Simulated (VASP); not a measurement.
A run of VASP 6.6.1 is set up as follows.

The input INCAR:

```
SYSTEM = Co
PREC = Accurate
ENCUT = 520
EDIFF = 1E-6
ISMEAR = -1
SIGMA = 0.1
LREAL = .FALSE.
LASPH = .TRUE.
NELM = 80
ALGO = Normal
ISIF = 2
LWAVE = .FALSE.
LCHARG = .TRUE.
GGA = PE
LELF = .TRUE.
LVHAR = .TRUE.
NBANDS = 16
```

File KPOINTS:

```
Automatic mesh
0
G
  12 12 12
  0 0 0
```

Contents of POSCAR:

```
Co
1.0
    0.0000000000      2.4626286587      2.4626286587
    2.4626286587      0.0000000000      2.4626286587
    2.4626286587      2.4626286587      0.0000000000
Co
2
Direct
    0.1250000000      0.1250000000      0.1250000000
    0.8750000000      0.8750000000      0.8750000000
```

Potentials or basis: VASP PAW PBE potentials, release 64 (Co).

Launch:

```sh
$ cat potpaw_PBE.64/Co/POTCAR > POTCAR
$ mpirun -np 1 vasp_std > vasp.out
```

(1) What does it give for the band gap on the k mesh?

(2) Estimate the pressure.

Answers

(1) zero (band 9 reaches 6.75 eV, above the bottom of band 10 at 6.02 eV).

(2) -1.0 GPa.

Caveat: the run has no spin polarisation, though such a crystal can be magnetic.
